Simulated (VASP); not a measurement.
# BaTiO3 (Amm2) in VASP: further runs

Runs on BaTiO3. Level: PBE+U. Tasks: single point.

All numbers are computed with VASP 6.6.1; they aren't measurements. Logs are shortened: lines on timing, memory, paths and dates and some standing lists are left out, and cuts for length are marked.

## 1. The cell of the first run

Symmetry: Amm2, No. 38, orthorhombic system. Conventional cell: a = 4.008 Å, b = 5.747 Å, c = 5.772 Å, α = 90.00°, β = 90.00°, γ = 90.00°. Ba (site symmetry mm2) has 12 O at 2.79 to 2.98 Å and 8 Ti at 3.46 to 3.57 Å within 3.7 Å. Within 2.5 Å of Ti (site symmetry mm2) lie 6 O at 1.89 to 2.19 Å. Within 3.0 Å of O (site symmetry mm2) lie 2 Ti at 2.01 Å and 4 Ba at 2.79 to 2.98 Å and 8 O at 2.83 to 2.88 Å. O (site symmetry m) has 2 Ti at 1.89 to 2.19 Å within 2.5 Å.

## 2. Single point, PBE+U

The input, INCAR:

```
ALGO = Normal
EDIFF = 1E-6
ENCUT = 520
GGA = PE
ISIF = 2
ISMEAR = 0
LASPH = True
LCHARG = False
LDAU = True
LDAUJ = 0 0 0
LDAUL = -1 2 -1
LDAUPRINT = 1
LDAUTYPE = 2
LDAUU = 0 4 0
LMAXMIX = 4
LREAL = False
LWAVE = False
NBANDS = 28
NELM = 150
PREC = Accurate
SIGMA = 0.05
```

The input, KPOINTS:

```
k-points
0
Gamma
  6 6 6
```

The input, POSCAR:

```
BaTiO3
1.0
    4.0082194746      0.0000000000      0.0000000000
    0.0000000000      2.8732814721      2.8859183788
    0.0000000000     -2.8732814721      2.8859183788
Ba Ti O
1 1 3
Direct
    0.0000000000      0.0080771845      0.0080771845
    0.5000000000      0.5197092871      0.5197092871
    0.0000000000      0.4916268390      0.4916268390
    0.5000000000      0.4938075372      0.9829991522
    0.5000000000      0.9829991522      0.4938075372
```

Potentials or basis: VASP PAW PBE potentials, release 64 (Ba_sv, Ti_sv, O).

Started as:

```
cat potpaw_PBE.64/Ba_sv/POTCAR potpaw_PBE.64/Ti_sv/POTCAR potpaw_PBE.64/O/POTCAR > POTCAR
mpirun -np 1 vasp_std > vasp.out
```

OUTCAR:

```text
EDIFF = 1E-6
   ENCUT = 520
   GGA = PE
   ISIF = 2
   ISMEAR = 0
   LASPH = True
   LREAL = False
   NELM = 150
   PREC = Accurate

 ion  position               nearest neighbor table
   1  0.000  0.008  0.008-   3 2.79   4 2.82   5 2.82   4 2.82   5 2.82   3 2.87   3 2.87   5 2.90
                             4 2.90   5 2.90   4 2.90   3 2.98   2 3.46   2 3.46   2 3.50   2 3.50
   2  0.500  0.520  0.520-   4 1.89   5 1.89   3 2.01   3 2.01   5 2.19   4 2.19   1 3.46   1 3.46
                             1 3.50   1 3.50   1 3.50   1 3.50   1 3.57   1 3.57
   3  0.000  0.492  0.492-   2 2.01   2 2.01   1 2.79   1 2.87   1 2.87   1 2.98
   4  0.500  0.494  0.983-   2 1.89   2 2.19   1 2.82   1 2.82   1 2.90   1 2.90
   5  0.500  0.983  0.494-   2 1.89   2 2.19   1 2.82   1 2.82   1 2.90   1 2.90

  LATTYP: Found a base centered orthorhombic cell.
 ALAT       =     5.7465629442
 B/A-ratio  =     1.0043980748
 C/A-ratio  =     0.6974985767

  Lattice vectors:

 A1 = (   0.0000000000,   2.8732814721,  -2.8859183788)
 A2 = (   0.0000000000,   2.8732814721,   2.8859183788)
 A3 = (   4.0082194746,   0.0000000000,   0.0000000000)

Analysis of symmetry for initial positions (statically):
=====================================================================
 Subroutine PRICEL returns:
 Original cell was already a primitive cell.

 Routine SETGRP: Setting up the symmetry group for a
 base centered orthorhombic supercell.

 Subroutine GETGRP returns: Found  4 space group operations
 (whereof  4 operations were pure point group operations)
 out of a pool of  8 trial point group operations.

The static configuration has the point symmetry C_2v.

Analysis of symmetry for dynamics (positions and initial velocities):
=====================================================================
 Subroutine PRICEL returns:
 Original cell was already a primitive cell.

 Routine SETGRP: Setting up the symmetry group for a
 base centered orthorhombic supercell.

 Subroutine GETGRP returns: Found  4 space group operations
 (whereof  4 operations were pure point group operations)
[... 162 lines left out ...]

spin component  2

  0.1083  0.0000  0.0000  0.0000  0.0000
  0.0000  0.2428  0.0000  0.0000  0.0000
  0.0000  0.0000  0.1367  0.0000 -0.0486
  0.0000  0.0000  0.0000  0.1068  0.0000
  0.0000  0.0000 -0.0486  0.0000  0.2111

 occupancies and eigenvectors

  o =  0.1068  v =  0.0000  0.0000  0.0000  1.0000  0.0000  0.0000  0.0000  0.0000  0.0000  0.0000      0.0000  0.0000  0.0000  0.0000  0.0000  0.0000  0.0000  0.0000  0.0000  0.0000
  o =  0.1068  v =  0.0000  0.0000  0.0000  0.0000  0.0000  0.0000  0.0000  0.0000  1.0000  0.0000      0.0000  0.0000  0.0000  0.0000  0.0000  0.0000  0.0000  0.0000  0.0000  0.0000
  o =  0.1083  v =  1.0000  0.0000  0.0000  0.0000  0.0000  0.0000  0.0000  0.0000  0.0000  0.0000      0.0000  0.0000  0.0000  0.0000  0.0000  0.0000  0.0000  0.0000  0.0000  0.0000
  o =  0.1083  v =  0.0000  0.0000  0.0000  0.0000  0.0000  1.0000  0.0000  0.0000  0.0000  0.0000      0.0000  0.0000  0.0000  0.0000  0.0000  0.0000  0.0000  0.0000  0.0000  0.0000
  o =  0.1126  v =  0.0000  0.0000 -0.8966  0.0000 -0.4429  0.0000  0.0000  0.0000  0.0000  0.0000      0.0000  0.0000  0.0000  0.0000  0.0000  0.0000  0.0000  0.0000  0.0000  0.0000
  o =  0.1126  v =  0.0000  0.0000  0.0000  0.0000  0.0000  0.0000  0.0000 -0.8966  0.0000 -0.4429      0.0000  0.0000  0.0000  0.0000  0.0000  0.0000  0.0000  0.0000  0.0000  0.0000
  o =  0.2351  v =  0.0000  0.0000  0.0000  0.0000  0.0000  0.0000  0.0000 -0.4429  0.0000  0.8966      0.0000  0.0000  0.0000  0.0000  0.0000  0.0000  0.0000  0.0000  0.0000  0.0000
  o =  0.2351  v =  0.0000  0.0000 -0.4429  0.0000  0.8966  0.0000  0.0000  0.0000  0.0000  0.0000      0.0000  0.0000  0.0000  0.0000  0.0000  0.0000  0.0000  0.0000  0.0000  0.0000
  o =  0.2428  v =  0.0000  0.0000  0.0000  0.0000  0.0000  0.0000  1.0000  0.0000  0.0000  0.0000      0.0000  0.0000  0.0000  0.0000  0.0000  0.0000  0.0000  0.0000  0.0000  0.0000
  o =  0.2428  v =  0.0000  1.0000  0.0000  0.0000  0.0000  0.0000  0.0000  0.0000  0.0000  0.0000      0.0000  0.0000  0.0000  0.0000  0.0000  0.0000  0.0000  0.0000  0.0000  0.0000

 number of electron      39.9999992 magnetization

 Free energy of the ion-electron system (eV)
  ---------------------------------------------------
  ext. energy  EPLUGINS =         0.00000000
  ---------------------------------------------------
  free energy    TOTEN  =       -37.30813106 eV

  energy without entropy =      -37.30813106  energy(sigma->0) =      -37.30813106

 E-fermi :   4.0794     XC(G=0): -11.0638

 val. band max:        3.6919277290   @ k =   0.5000   0.5000   0.5000
 cond. band min:       6.1849955877   @ k =   0.0000   0.0000   0.0000
 fundamental gap:      2.4930678586
 Fermi energy:         4.0794366135

 k-point     1 :       0.0000    0.0000    0.0000
  band No.  band energies     occupation
      1     -53.9461      2.00000
      2     -30.1401      2.00000
      3     -30.1301      2.00000
      4     -30.0952      2.00000
      5     -21.2449      2.00000
      6     -13.1716      2.00000
[... 733 lines left out ...]
     27      11.6828      0.00000
     28      12.0584      0.00000

 [... further k-points ...]

------------------------ aborting loop because EDIFF is reached ----------------------------------------

  FORCE on cell =-STRESS in cart. coord.  units (eV):
  Direction    XX          YY          ZZ          XY          YZ          ZX
  --------------------------------------------------------------------------------------
  -------------------------------------------------------------------------------------
  Total        1.3606692      1.5703440      1.4146222      0.0000000      0.0000000      0.0000000
  in kB       32.7958904     37.8496344     34.0963064      0.0000000      0.0000000      0.0000000
  external PRESSURE =      34.9139438 kB  Pullay stress =       0.0000000 kB

 VOLUME and BASIS-vectors are now :
 -----------------------------------------------------------------------------
  energy-cutoff  :      520.00
  volume of cell :       66.47
      direct lattice vectors                 reciprocal lattice vectors
     4.008219475  0.000000000  0.000000000     0.249487336  0.000000000  0.000000000
     0.000000000  2.873281472  2.885918379     0.000000000  0.174017062  0.173255073
     0.000000000 -2.873281472  2.885918379     0.000000000 -0.174017062  0.173255073

 POSITION                                       TOTAL-FORCE (eV/Angst)
 -----------------------------------------------------------------------------------
      0.00000      0.00000      0.04662         0.000000     -0.000000     -0.044521
      2.00411      0.00000      2.99968         0.000000     -0.000000     -0.585436
      0.00000      0.00000      2.83759         0.000000     -0.000000      0.012102
      2.00411     -1.40559      4.26194         0.000000     -0.306949      0.308928
      2.00411      1.40559      4.26194         0.000000      0.306949      0.308928
 -----------------------------------------------------------------------------------
    total drift:                                0.000000      0.000001     -0.000506

  FREE ENERGIE OF THE ION-ELECTRON SYSTEM (eV)
  ---------------------------------------------------
  free  energy   TOTEN  =       -37.3081310575 eV

  energy  without entropy=      -37.3081310575  energy(sigma->0) =      -37.30813106
```

OSZICAR:

```text
N       E                     dE             d eps       ncg     rms          rms(c)
DAV:   1     0.440558042300E+03    0.44056E+03   -0.20828E+04  2912   0.153E+03
DAV:   2    -0.305636713733E+01   -0.44361E+03   -0.42279E+03  3356   0.429E+02
DAV:   3    -0.469384896001E+02   -0.43882E+02   -0.43560E+02  4068   0.134E+02
DAV:   4    -0.491097542443E+02   -0.21713E+01   -0.21668E+01  4436   0.252E+01
DAV:   5    -0.491774744029E+02   -0.67720E-01   -0.67708E-01  4060   0.343E+00    0.232E+01
DAV:   6    -0.371730920302E+02    0.12004E+02   -0.57473E+01  4432   0.676E+01    0.892E+00
DAV:   7    -0.373712272388E+02   -0.19814E+00   -0.77579E+00  3908   0.169E+01    0.566E+00
DAV:   8    -0.373166756291E+02    0.54552E-01   -0.11863E+00  3656   0.960E+00    0.218E+00
DAV:   9    -0.373161403645E+02    0.53526E-03   -0.19697E-01  3592   0.355E+00    0.103E+00
DAV:  10    -0.373208742119E+02   -0.47338E-02   -0.11353E-01  3332   0.206E+00    0.960E-01
DAV:  11    -0.373093279592E+02    0.11546E-01   -0.71382E-02  3860   0.233E+00    0.292E-01
DAV:  12    -0.373081228113E+02    0.12051E-02   -0.46296E-03  3696   0.658E-01    0.715E-02
DAV:  13    -0.373081288619E+02   -0.60506E-05   -0.76836E-04  3820   0.166E-01    0.329E-02
DAV:  14    -0.373081430299E+02   -0.14168E-04   -0.76017E-05  4008   0.763E-02    0.273E-02
DAV:  15    -0.373081339082E+02    0.91217E-05   -0.18199E-05  3592   0.284E-02    0.150E-02
DAV:  16    -0.373081325184E+02    0.13899E-05   -0.11386E-05  3676   0.233E-02    0.113E-02
DAV:  17    -0.373081310908E+02    0.14276E-05   -0.33785E-06  2872   0.144E-02    0.568E-03
DAV:  18    -0.373081310575E+02    0.33304E-07   -0.93847E-07  1948   0.600E-03
   1 F= -.37308131E+02 E0= -.37308131E+02  d E =-.107408E-29
```

Run time: 2.5 min. Hardware: 1 thread of Intel Xeon 8259CL, shared host; peak memory 0.24 GiB.

Results:

- Free energy: -37.3081 eV
- Pressure: 3.5 GPa
- Largest force: 0.585 eV/Å
- Band gap on the k mesh: 2.49 eV (least direct gap 2.92 eV)

Forces on the atoms (eV/Å):
```
Ba   0.000  0.000 -0.045
Ti   0.000  0.000 -0.585
O    0.000  0.000  0.012
O    0.000 -0.307  0.309
O    0.000  0.307  0.309
```

Stress tensor (GPa, compression positive):
```
3.28 0.00 0.00
0.00 3.78 0.00
0.00 0.00 3.41
```

Eigenvalues of the final occupation matrices:
| site | spin | trace | eigenvalues |
| --- | --- | --- | --- |
| site 2 d | 1 | 0.81 | 0.11 0.11 0.11 0.24 0.24 |
| site 2 d | 2 | 0.81 | 0.11 0.11 0.11 0.24 0.24 |

Caveat: the cell stands under pressure; spin-orbit coupling is left out, which moves the levels of the heavy elements. A k mesh can miss the band edges.

## 3. Single point, PBE+U

The input, INCAR:

```
ALGO     = Normal         # electronic algorithm
EDIFF    = 1E-6           # SCF threshold, eV
ENCUT    = 520            # plane-wave cutoff, eV
GGA      = PE             # functional
ISIF     = 2              # what is computed and relaxed
ISMEAR   = 0              # smearing method
LASPH    = True           # aspherical terms in the spheres
LCHARG   = False          # write CHGCAR
LDAU     = True           # DFT+U
LDAUJ    = 0 0 0        
LDAUL    = -1 2 -1        # shell
LDAUPRINT= 1            
LDAUTYPE = 2            
LDAUU    = 0 4 0          # U, eV
LMAXMIX  = 4              # l up to which the mixer works
LREAL    = False          # projectors in reciprocal space
LWAVE    = False          # write WAVECAR
NBANDS   = 28             # bands
NELM     = 150            # most SCF steps
PREC     = Accurate       # precision mode
SIGMA    = 0.02           # smearing width, eV
```

The input, KPOINTS:

```
k-points
0
Gamma
  8 8 8
```

POSCAR is that of step 2.

Potentials or basis: VASP PAW PBE potentials, release 64 (Ba_sv, Ti_sv, O).

Started as:

```
cat potpaw_PBE.64/Ba_sv/POTCAR potpaw_PBE.64/Ti_sv/POTCAR potpaw_PBE.64/O/POTCAR > POTCAR
mpirun -np 1 vasp_std > vasp.out
```

OUTCAR:

```text
EDIFF = 1E-6
   ENCUT = 520
   GGA = PE
   ISIF = 2
   ISMEAR = 0
   LASPH = True
   LREAL = False
   NELM = 150
   PREC = Accurate

 ion  position               nearest neighbor table
   1  0.000  0.008  0.008-   3 2.79   4 2.82   5 2.82   4 2.82   5 2.82   3 2.87   3 2.87   5 2.90
                             4 2.90   5 2.90   4 2.90   3 2.98   2 3.46   2 3.46   2 3.50   2 3.50
   2  0.500  0.520  0.520-   4 1.89   5 1.89   3 2.01   3 2.01   5 2.19   4 2.19   1 3.46   1 3.46
                             1 3.50   1 3.50   1 3.50   1 3.50   1 3.57   1 3.57
[... 991 lines left out ...]
  -------------------------------------------------------------------------------------
  Total        1.3607316      1.5688310      1.4136587      0.0000000      0.0000000      0.0000000
  in kB       32.7973937     37.8131652     34.0730847      0.0000000      0.0000000      0.0000000
  external PRESSURE =      34.8945478 kB  Pullay stress =       0.0000000 kB

 VOLUME and BASIS-vectors are now :
 -----------------------------------------------------------------------------
  energy-cutoff  :      520.00
  volume of cell :       66.47
      direct lattice vectors                 reciprocal lattice vectors
     4.008219475  0.000000000  0.000000000     0.249487336  0.000000000  0.000000000
     0.000000000  2.873281472  2.885918379     0.000000000  0.174017062  0.173255073
     0.000000000 -2.873281472  2.885918379     0.000000000 -0.174017062  0.173255073

 POSITION                                       TOTAL-FORCE (eV/Angst)
 -----------------------------------------------------------------------------------
      0.00000      0.00000      0.04662         0.000000     -0.000000     -0.044679
      2.00411      0.00000      2.99968         0.000000     -0.000000     -0.586081
      0.00000      0.00000      2.83759         0.000000     -0.000000      0.012481
      2.00411     -1.40559      4.26194         0.000000     -0.306260      0.309140
      2.00411      1.40559      4.26194         0.000000      0.306260      0.309140
 -----------------------------------------------------------------------------------
    total drift:                                0.000000      0.000001     -0.000624

  FREE ENERGIE OF THE ION-ELECTRON SYSTEM (eV)
  ---------------------------------------------------
  free  energy   TOTEN  =       -37.3081263684 eV

  energy  without entropy=      -37.3081263684  energy(sigma->0) =      -37.30812637
```

stdout:

```text
POSCAR found type information on POSCAR BaTiO
 POSCAR found :  3 types and       5 ions
 scaLAPACK will be used
 LDA part: xc-table for (Slater+PW92), standard interpolation
 POSCAR, INCAR and KPOINTS ok, starting setup
 FFT: planning ... GRIDC
 FFT: planning ... GRID_SOFT
 FFT: planning ... GRID
 WAVECAR not read
 entering main loop
```

Run time: 4.1 min. Hardware: 1 thread of Intel Xeon 8259CL, shared host; peak memory 0.31 GiB.

What came out:

- Free energy: -37.3081 eV
- Pressure: 3.5 GPa
- Largest force: 0.586 eV/Å
- Band gap on the k mesh: 2.49 eV (least direct gap 2.92 eV)

Forces on the atoms (eV/Å):
```
Ba   0.000  0.000 -0.045
Ti   0.000  0.000 -0.586
O    0.000  0.000  0.012
O    0.000 -0.306  0.309
O    0.000  0.306  0.309
```

Levels at points of the mesh, in eV from the valence-band top:
| k point | band 18 | band 19 | band 20 | band 21 | band 22 | band 23 |
| --- | --- | --- | --- | --- | --- | --- |
| (0.00, 0.00, 0.00) | -0.47 | -0.46 | -0.42 | 2.49 | 2.62 | 2.68 |
| (0.50, 0.00, 0.00) | -1.53 | -1.11 | -1.04 | 2.81 | 3.92 | 4.06 |
| (0.00, 0.50, 0.00) | -1.64 | -0.94 | -0.83 | 2.70 | 3.95 | 3.96 |
| (0.50, 0.50, 0.00) | -0.96 | -0.93 | -0.08 | 3.99 | 4.02 | 4.37 |
| (0.00, 0.50, 0.50) | -0.95 | -0.89 | -0.22 | 3.97 | 4.00 | 4.29 |
| (0.50, 0.50, 0.50) | -0.15 | -0.02 | 0.00 | 4.51 | 4.52 | 4.62 |

Eigenvalues of the final occupation matrices:
| site | spin | trace | eigenvalues |
| --- | --- | --- | --- |
| site 2 d | 1 | 0.81 | 0.11 0.11 0.11 0.24 0.24 |
| site 2 d | 2 | 0.81 | 0.11 0.11 0.11 0.24 0.24 |

Caveat: the cell stands under pressure; spin-orbit coupling is left out, which moves the levels of the heavy elements. A k mesh can miss the band edges.
